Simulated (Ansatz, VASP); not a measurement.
# Two plane-wave programs on Y

INCAR

```
ALGO     = Fast           # electronic algorithm
EDIFF    = 1E-7           # SCF threshold, eV
ENCUT    = 520            # plane-wave cutoff, eV
GGA      = PS             # functional
ISIF     = 2              # what is computed and relaxed
ISMEAR   = 0              # smearing method
LASPH    = T              # aspherical terms in the spheres
LCHARG   = T              # write CHGCAR
LELF     = T              # ELF
LREAL    = F              # projectors in reciprocal space
LVHAR    = T            
LWAVE    = F              # write WAVECAR
NBANDS   = 18             # bands
NELM     = 60             # most SCF steps
PREC     = Accurate       # precision mode
SIGMA    = 0.15           # smearing width, eV
```

KPOINTS

```
k-points
0
Gamma
  15 15 8
```

POSCAR

```
Y
1.0
    3.9436191761      0.0000000000      0.0000000000
   -1.9718095880      3.4152743893      0.0000000000
    0.0000000000      0.0000000000      5.7474000000
Y
2
Direct
    0.3333333333      0.6666666667      0.2500000000
    0.6666666667      0.3333333333      0.7500000000
```

Input for Ansatz:

```yaml
crystal:
  lattice:
    - [3.9436191761, 0.0, 0.0]
    - [-1.971809588, 3.4152743893, 0.0]
    - [0.0, 0.0, 5.7474]
  atoms:
    - { symbol: "Y", position: [0.3333333333, 0.6666666667, 0.25] }
    - { symbol: "Y", position: [0.6666666667, 0.3333333333, 0.75] }
basis:
  ecutwfc: 420
kpoints:
  mp_grid: { grid: [15, 15, 8] }
hamiltonian:
  xc: pbesol
scf:
  occupations: { method: gaussian, width: 0.15 }
output:
  forces: true
  stress: true
  eigenvalues: true
```

Change from the starting cell: strain +0.080 along x and y, +0.000 along z, atoms carried along.

Alike in both runs: task single point; functional PBEsol; k mesh 15 × 15 × 8; occupations gaussian, width 0.15 eV; no spin polarisation.

|  | VASP | Ansatz |
| --- | --- | --- |
| version | VASP 6.6.1 | Ansatz 0.2.0 |
| potentials or method | VASP PAW PBE potentials, release 64 (Y_sv), cutoff 520 eV | scalar-relativistic, plane waves, PAW |
| valence electrons in the cell | 22 | 22 |

VASP gave:

- gap on the k mesh at the Fermi level (eV): none
- pressure (GPa): -6.4
- traceless stress, the component that is largest in VASP (GPa): 1.86

Estimate Ansatz's values.

gap on the k mesh at the Fermi level (eV): none; pressure (GPa): -6.4; traceless stress, the component that is largest in VASP (GPa): 1.87.

VASP's potentials were made for PBE, not for PBEsol. A gap of «none» marks a metal or a gap that the smearing closes.
